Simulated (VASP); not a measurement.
NbGa2N2:

```
CELL_PARAMETERS angstrom
4.17776 0.00000 0.00000
0.00000 4.17776 0.00000
0.00000 0.00000 4.13544
ATOMIC_POSITIONS crystal
Nb 0.50000 0.50000 0.00000
Ga 0.50000 0.50000 0.50000
Ga 0.00000 0.00000 0.00000
N 0.00000 0.50000 0.00000
N 0.50000 0.00000 0.00000
```

* Program: VASP 6.6.1
* Task: relaxation of cell and atoms
* Functional: PBE
* Potentials or basis: VASP PAW PBE potentials, release 64 (Nb_sv, Ga_d, N)
* Cutoff: 600 eV
* k mesh: 4 × 4 × 4
* Occupations: gaussian, width 0.1 eV
* Spin: no spin polarisation

At the start: pressure 35.6 GPa; volume 14.44 Å³/atom.

Task: How do energy, volume and symmetry change on relaxing?

Result: Over 9 steps the energy falls by 912.3 meV/atom and the volume is 18.97 Å³/atom (+31.4 %); space group P4/mmm (No. 123, to 0.05 Å).

Step by step:
| step | energy change (eV) | largest force (eV/Å) | pressure (GPa) | volume (Å³) |
| --- | --- | --- | --- | --- |
| 1 | 0.0000 | 0.0000 | 35.62 | 72.18 |
| 2 | -4.2070 | 0.0000 | -8.35 | 107.42 |
| 3 | -4.4730 | 0.0000 | -1.59 | 94.73 |
| 4 | -4.4946 | 0.0000 | -3.85 | 98.06 |
| 5 | -4.4965 | 0.0000 | -3.50 | 97.48 |
| 6 | -4.5274 | 0.0000 | 3.46 | 92.42 |
| 7 | -4.5604 | 0.0000 | 0.37 | 94.50 |
| 8 | -4.5603 | 0.0000 | 0.20 | 94.56 |
| 9 | -4.5614 | 0.0000 | 0.05 | 94.87 |

Final structure:
```yaml
crystal:
  lattice:
    - [4.18711, 0.00000, 0.00000]
    - [0.00000, 4.18711, 0.00000]
    - [0.00000, 0.00000, 5.41153]
  atoms:
    - { symbol: Nb, position: [0.50000, 0.50000, 0.00000] }
    - { symbol: Ga, position: [0.50000, 0.50000, 0.50000] }
    - { symbol: Ga, position: [0.00000, 0.00000, 0.00000] }
    - { symbol: N, position: [0.00000, 0.50000, 0.00000] }
    - { symbol: N, position: [0.50000, 0.00000, 0.00000] }
```

Caveat: the k points lie up to 0.38 Å⁻¹ apart in the final cell; the volume moved by over 15 % at a fixed basis, so the end points are rough.
